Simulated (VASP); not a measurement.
# Fe in VASP: notebook

Fe is run at these levels: PBE; tasks: single point.

Program: VASP 6.6.1. These are calculated values, not measurements. Logs are shortened: lines on timing, memory, paths and dates and some standing lists are left out, and cuts for length are marked.

### 1 The cell of the first run

The structure is tetragonal, space group I4/mmm (No. 139). The conventional cell has a = 2.421 Å, b = 2.421 Å, c = 3.681 Å, α = 90.00°, β = 90.00°, γ = 90.00°. Within 3.2 Å of Fe (site symmetry 4/mmm) lie 12 Fe at 2.42 to 2.51 Å.

### 2 Single point, PBE, collinear spin, antiferromagnetic start

The input, INCAR:

```
  PREC = Accurate
  ENCUT = 520
  EDIFF = 1E-6
  ISMEAR = -1
  SIGMA = 0.05
  LREAL = False
  LASPH = True
  NELM = 150
  ALGO = Normal
  ISIF = 2
  LWAVE = False
  LCHARG = True
  ISPIN = 2
  MAGMOM = 2.5 -2.5
  LORBIT = 11
  LMAXMIX = 4
  GGA = PE
  LELF = True
  LVHAR = True
  NBANDS = 19
```

The input, KPOINTS:

```
regular mesh
0
Gamma
  12 12 9
```

The input, POSCAR:

```
Fe
1.0
    2.4214045604      0.0000000000      0.0000000000
    0.0000000000      2.4214045604      0.0000000000
    0.0000000000      0.0000000000      3.6811585483
Fe
2
Direct
    1.0000000000      1.0000000000      0.0000000000
    0.5000000000      0.5000000000      0.5000000000
```

Potentials or basis: VASP PAW PBE potentials, release 64 (Fe).

On the command line:

```console
$ cat potpaw_PBE.64/Fe/POTCAR > POTCAR
$ mpirun -np 1 vasp_std > vasp.out
```

OUTCAR:

```text
PREC = Accurate
   ENCUT = 520
   EDIFF = 1E-6
   ISMEAR = -1
   LREAL = False
   LASPH = True
   NELM = 150
   ISIF = 2
   ISPIN = 2
   LORBIT = 11
   GGA = PE

 ion  position               nearest neighbor table
   1  0.000  0.000  0.000-   2 2.51   2 2.51   2 2.51   2 2.51   2 2.51   2 2.51   2 2.51   2 2.51

   2  0.500  0.500  0.500-   1 2.51   1 2.51   1 2.51   1 2.51   1 2.51   1 2.51   1 2.51   1 2.51

  LATTYP: Found a simple tetragonal cell.
 ALAT       =     2.4214045604
 C/A-ratio  =     1.5202575433

  Lattice vectors:

 A1 = (   2.4214045604,   0.0000000000,   0.0000000000)
 A2 = (   0.0000000000,   2.4214045604,   0.0000000000)
 A3 = (   0.0000000000,   0.0000000000,   3.6811585483)

Analysis of symmetry for initial positions (statically):
=====================================================================
 Subroutine PRICEL returns following result:

  LATTYP: Found a body centered tetragonal cell.
 ALAT       =     2.4214045604
 C/A-ratio  =     1.5202575433

  Lattice vectors:

 A1 = (   1.2107022802,  -1.2107022802,  -1.8405792741)
 A2 = (  -1.2107022802,   1.2107022802,  -1.8405792742)
 A3 = (   1.2107022802,   1.2107022802,   1.8405792742)

   2 primitive cells build up your supercell.

 Routine SETGRP: Setting up the symmetry group for a
 simple tetragonal supercell.

 Subroutine GETGRP returns: Found 16 space group operations
 (whereof 16 operations were pure point group operations)
 out of a pool of 16 trial point group operations.

The static configuration has the point symmetry D_4h.

Analysis of symmetry for dynamics (positions and initial velocities):
=====================================================================
 Subroutine PRICEL returns following result:

  LATTYP: Found a body centered tetragonal cell.
 ALAT       =     2.4214045604
 C/A-ratio  =     1.5202575433

  Lattice vectors:

 A1 = (   1.2107022802,  -1.2107022802,  -1.8405792741)
 A2 = (  -1.2107022802,   1.2107022802,  -1.8405792742)
 A3 = (   1.2107022802,   1.2107022802,   1.8405792742)

   2 primitive cells build up your supercell.

 Routine SETGRP: Setting up the symmetry group for a
 simple tetragonal supercell.

 Subroutine GETGRP returns: Found 16 space group operations
 (whereof 16 operations were pure point group operations)
 out of a pool of 16 trial point group operations.

The dynamic configuration has the point symmetry D_4h.

Analysis of structural, dynamic, and magnetic symmetry:
=====================================================================
 Subroutine PRICEL returns following result:

  LATTYP: Found a body centered tetragonal cell.
 ALAT       =     2.4214045604
 C/A-ratio  =     1.5202575433

  Lattice vectors:

 A1 = (   1.2107022802,  -1.2107022802,  -1.8405792741)
 A2 = (  -1.2107022802,   1.2107022802,  -1.8405792742)
 A3 = (   1.2107022802,   1.2107022802,   1.8405792742)

   2 primitive cells build up your supercell.

 Routine SETGRP: Setting up the symmetry group for a
 simple tetragonal supercell.

 Subroutine GETGRP returns: Found 16 space group operations
 (whereof 16 operations were pure point group operations)
 out of a pool of 16 trial point group operations.

The overall configuration has the point symmetry D_4h.

 Subroutine INISYM returns: Found 16 space group operations
 (whereof 16 operations are pure point group operations),
 and found     2 'primitive' translations

----------------------------------------------------------------------------------------

                                     Primitive cell

  volume of cell :      10.7917

  direct lattice vectors                    reciprocal lattice vectors
     1.210702280 -1.210702280 -1.840579274     0.412983446  0.000000000 -0.271653608
    -1.210702280  1.210702280 -1.840579274     0.000000000  0.412983446 -0.271653608
     1.210702280  1.210702280  1.840579274     0.412983446  0.412983446  0.000000000

  length of vectors
     2.513828174  2.513828174  2.513828174     0.494318733  0.494318733  0.584046791

  position of ions in fractional coordinates (direct lattice)
     0.000000000  0.000000000  0.000000000

  ion indices of the primitive-cell ions
   primitive index   ion index
                 1           1

----------------------------------------------------------------------------------------

 KPOINTS: regular mesh

Automatic generation of k-mesh.
 Grid dimensions read from file:
 generate k-points for:   12   12    9

 Generating k-lattice:

  Cartesian coordinates                     Fractional coordinates (reciprocal lattice)
     0.034415287  0.000000000  0.000000000     0.083333333  0.000000000  0.000000000
     0.000000000  0.034415287  0.000000000     0.000000000  0.083333333  0.000000000
     0.000000000  0.000000000  0.030183734     0.000000000  0.000000000  0.111111111

  Length of vectors
     0.034415287  0.034415287  0.030183734

  Shift w.r.t. Gamma in fractional coordinates (k-lattice)
     0.000000000  0.000000000  0.000000000

 Subroutine IBZKPT returns following result:
 ===========================================

 Found    140 irreducible k-points:

 Following reciprocal coordinates:
            Coordinates               Weight
  0.000000  0.000000  0.000000      1.000000
  0.083333  0.000000  0.000000      4.000000
  0.166667  0.000000  0.000000      4.000000
  0.250000  0.000000  0.000000      4.000000
  0.333333  0.000000  0.000000      4.000000
  0.416667  0.000000  0.000000      4.000000
[... 16 lines left out ...]
  0.333333  0.333333  0.000000      4.000000
  0.416667  0.333333  0.000000      8.000000
 [... further k-points ...]
   k-points           NKPTS =    140   k-points in BZ     NKDIM =    140   number of bands    NBANDS=     19
   number of dos      NEDOS =    301   number of ions     NIONS =      2
   total plane-waves  NPLWV =   9072
   dimension x,y,z NGX =    18 NGY =   18 NGZ =   28
   dimension x,y,z NGXF=    36 NGYF=   36 NGZF=   56
   ions per type =               2
   NGX,Y,Z   is equivalent  to a cutoff of  12.36, 12.36, 12.65 a.u.
   NGXF,Y,Z  is equivalent  to a cutoff of  24.72, 24.72, 25.29 a.u.
 SYSTEM =  unknown system
   PREC   = accura    normal or accurate (medium, high low for compatibility)
   ISTART =      0    job   : 0-new  1-cont  2-samecut
   ICHARG =      2    charge: 1-file 2-atom 10-const
   ISPIN  =      2    spin polarized calculation?
   LNONCOLLINEAR =      F non collinear calculations
   LSORBIT =      F    spin-orbit coupling
   LASPH  =      T    aspherical Exc in radial PAW
   ENCUT  =  520.0 eV  38.22 Ry    6.18 a.u.   4.50  4.50  6.84*2*pi/ulx,y,z
   NELM   =    150;   NELMIN=  2; NELMDL= -5     # of ELM steps
   EDIFF  = 0.1E-05   stopping-criterion for ELM
   LREAL  =      F    real-space projection
   EDIFFG = 0.1E-04   stopping-criterion for IOM
   NSW    =      0    number of steps for IOM
   IBRION =     -1    ionic relax: 0-MD 1-quasi-New 2-CG
   NFREE  =      0    steps in history (QN), initial steepest desc. (CG)
   ISIF   =      2    stress and relaxation
   ISYM   =      2    0-nonsym 1-usesym 2-fastsym
   POTIM  = 0.5000    time-step for ionic-motion
   TEBEG  =    0.0;   TEEND  =   0.0 temperature during run
   PSTRESS=    0.0 pullay stress
   NELECT =      16.0000    total number of electrons
   NUPDOWN=      -1.0000    fix difference up-down
   EMIN   =  10.00;   EMAX   =-10.00  energy-range for DOS
   EFERMI =   0.00;   METHOD = LEGACY
   ISMEAR =    -1;   SIGMA  =   0.05  broadening in eV -4-tet -1-fermi 0-gaus
   EFERMI_NEDOS =   21; number of points for ismear=-14 and -15
   IALGO  =     38    algorithm
   IMIX   =      4    mixing-type and parameters
     AMIX     =   0.40;   BMIX     =  1.00
     AMIX_MAG =   1.60;   BMIX_MAG =  1.00
  volume/ion in A,a.u.               =      10.79        72.83
  Fermi-wavevector in a.u.,A,eV,Ry     =   1.481637  2.799888 29.868156  2.195248
  Thomas-Fermi vector in A             =   2.595522
   LORBIT       =     11    0 simple, 1 ext, 2 COOP (PROOUT), +10 PAW based schemes
   GGA     = PE    functional components
   LHFCALC =     F    Hartree Fock is set to
   AEXX    =    0.0000 exact exchange contribution
   IVDW    =     0    specifies the selected vdW correction
   LEPSILON=     F    determine dielectric tensor
   LRPA    =     F    only Hartree local field effects (RPA)
 spin polarized calculation
  energy-cutoff  :      520.00
  volume of cell :       21.58
 maximum number of plane-waves:       594
   NGX =  9   NGY =  9   NGZ = 13

 number of electron      16.0000014 magnetization       0.0000000

 number of electron      16.0000014 magnetization      -0.0000000

 Free energy of the ion-electron system (eV)
  ---------------------------------------------------
  ext. energy  EPLUGINS =         0.00000000
  ---------------------------------------------------
  free energy    TOTEN  =       -16.30851028 eV

  energy without entropy =      -16.28811914  energy(sigma->0) =      -16.29831471

 E-fermi :   6.5402     XC(G=0): -13.4376

 val. band max:        6.5337917372   @ k =   0.1667   0.0833   0.4444
 cond. band min:       6.5411542304   @ k =   0.2500   0.1667   0.2222
 fundamental gap:      0.0073624932
 Fermi energy:         6.5402396531

 spin component 1

 k-point     1 :       0.0000    0.0000    0.0000
  band No.  band energies     occupation
      1      -2.2966      1.00000
      2       1.5915      1.00000
      3       2.3593      1.00000
      4       4.5044      1.00000
      5       4.7679      1.00000
      6       4.7679      1.00000
[... 11 lines left out ...]
     18      32.5055      0.00000
     19      33.1821      0.00000

 k-point     2 :       0.0833    0.0000    0.0000
  band No.  band energies     occupation
      1      -2.0982      1.00000
      2       1.7138      1.00000
      3       2.4456      1.00000
      4       4.5816      1.00000
      5       4.6411      1.00000
      6       4.8082      1.00000
[... 11 lines left out ...]
     18      32.6001      0.00000
     19      32.6348      0.00000

 k-point     3 :       0.1667    0.0000    0.0000
  band No.  band energies     occupation
      1      -1.5208      1.00000
      2       2.0406      1.00000
      3       2.6950      1.00000
      4       4.2971      1.00000
      5       4.7623      1.00000
      6       4.9230      1.00000
[... 434 lines left out ...]
      1       1.5710      1.00000
      2       2.4596      1.00000
      3       2.8194      1.00000
      4       2.8721      1.00000
      5       5.0771      1.00000
      6       5.8550      1.00000
[... 11 lines left out ...]
     18      24.1344      0.00000
     19      27.0122      0.00000

 k-point    24 :       0.4167    0.3333    0.0000
  band No.  band energies     occupation
      1       1.6124      1.00000
      2       2.3239      1.00000
      3       2.5758      1.00000
      4       2.7014      1.00000
      5       5.5674      1.00000
      6       6.4256      0.90834
[... 11 lines left out ...]
     18      22.8672      0.00000
     19      27.5233      0.00000

 [... further k-points ...]

 spin component 2

 k-point     1 :       0.0000    0.0000    0.0000
  band No.  band energies     occupation
      1      -2.2966      1.00000
      2       1.5915      1.00000
      3       2.3593      1.00000
      4       4.5044      1.00000
      5       4.7679      1.00000
      6       4.7679      1.00000
[... 11 lines left out ...]
     18      32.5055      0.00000
     19      33.1821      0.00000

 k-point     2 :       0.0833    0.0000    0.0000
  band No.  band energies     occupation
      1      -2.0982      1.00000
      2       1.7138      1.00000
      3       2.4456      1.00000
      4       4.5816      1.00000
      5       4.6411      1.00000
      6       4.8082      1.00000
[... 11 lines left out ...]
     18      32.6001      0.00000
     19      32.6348      0.00000

 k-point     3 :       0.1667    0.0000    0.0000
  band No.  band energies     occupation
      1      -1.5208      1.00000
      2       2.0406      1.00000
      3       2.6950      1.00000
      4       4.2971      1.00000
      5       4.7623      1.00000
      6       4.9230      1.00000
[... 434 lines left out ...]
      1       1.5710      1.00000
      2       2.4596      1.00000
      3       2.8194      1.00000
      4       2.8721      1.00000
      5       5.0771      1.00000
      6       5.8550      1.00000
[... 11 lines left out ...]
     18      24.1344      0.00000
     19      27.0122      0.00000

 k-point    24 :       0.4167    0.3333    0.0000
  band No.  band energies     occupation
      1       1.6124      1.00000
      2       2.3239      1.00000
      3       2.5758      1.00000
      4       2.7014      1.00000
      5       5.5674      1.00000
      6       6.4256      0.90834
[... 11 lines left out ...]
     18      22.8672      0.00000
     19      27.5233      0.00000

 [... further k-points ...]

------------------------ aborting loop because EDIFF is reached ----------------------------------------

  FORCE on cell =-STRESS in cart. coord.  units (eV):
  Direction    XX          YY          ZZ          XY          YZ          ZX
  --------------------------------------------------------------------------------------
  -------------------------------------------------------------------------------------
  Total       -0.0805213     -0.0805213     -0.0064837     -0.0000000      0.0000000     -0.0000000
  in kB       -5.9772628     -5.9772628     -0.4812969     -0.0000000      0.0000000     -0.0000000
  external PRESSURE =      -4.1452741 kB  Pullay stress =       0.0000000 kB

 VOLUME and BASIS-vectors are now :
 -----------------------------------------------------------------------------
  energy-cutoff  :      520.00
  volume of cell :       21.58
      direct lattice vectors                 reciprocal lattice vectors
     2.421404560  0.000000000  0.000000000     0.412983446  0.000000000  0.000000000
     0.000000000  2.421404560  0.000000000     0.000000000  0.412983446  0.000000000
     0.000000000  0.000000000  3.681158548     0.000000000  0.000000000  0.271653608

 POSITION                                       TOTAL-FORCE (eV/Angst)
 -----------------------------------------------------------------------------------
      0.00000      0.00000      0.00000         0.000000     -0.000000      0.000000
      1.21070      1.21070      1.84058        -0.000000      0.000000     -0.000000
 -----------------------------------------------------------------------------------
    total drift:                                0.000000     -0.000000     -0.000000

  FREE ENERGIE OF THE ION-ELECTRON SYSTEM (eV)
  ---------------------------------------------------
  free  energy   TOTEN  =       -16.3085102799 eV

  energy  without entropy=      -16.2881191381  energy(sigma->0) =      -16.29831471

 total charge

# of ion       s       p       d       tot
------------------------------------------
    1        0.516   0.598   6.259   7.373
    2        0.516   0.598   6.259   7.373
--------------------------------------------------
tot          1.031   1.197  12.518  14.746

 magnetization (x)

# of ion       s       p       d       tot
------------------------------------------
    1        0.019   0.038   1.539   1.596
    2       -0.019  -0.038  -1.539  -1.596
--------------------------------------------------
tot          0.000   0.000   0.000   0.000
```

Run time: 84 s. Hardware: 1 thread of Intel Xeon Platinum 8488C (Sapphire Rapids), shared host; peak memory 0.19 GiB.

What came out:

```
Free energy                                           : -16.3085 eV
Pressure                                              : -0.4 GPa
Band gap on the k mesh                                : zero (filled and empty bands overlap)
Net moment                                            : 0.00 μB per cell
Site moments                                          : Fe +1.60, -1.60 μB
Valence electrons inside the program's atomic spheres : Fe 7.37
```

Levels at points of the mesh, in eV from the Fermi level:
Spin up:
```csv
k point,band 6,band 7,band 8,band 9,band 10,band 11
"(0.00, 0.00, 0.00)",-1.77,-0.79,-0.57,1.19,1.19,1.54
"(0.50, 0.00, 0.00)",-1.86,-1.85,-1.03,0.21,0.67,2.17
"(0.50, 0.50, 0.00)",0.62,0.85,0.85,1.04,1.71,3.44
```
Spin down:
```
           k point  band 4  band 5  band 6  band 7  band 8  band 9  band 10  band 11  band 12  band 13
(0.00, 0.00, 0.00)   -2.04   -1.77   -1.77   -0.79   -0.57    1.19     1.19     1.54     1.70     9.75
(0.50, 0.00, 0.00)   -2.95   -2.26   -1.86   -1.85   -1.03    0.21     0.67     2.17     3.11    11.93
(0.50, 0.50, 0.00)   -4.24    0.34    0.62    0.85    0.85    1.04     1.71     3.44     3.44    11.41
```

(Continued in part 2 of 3.)
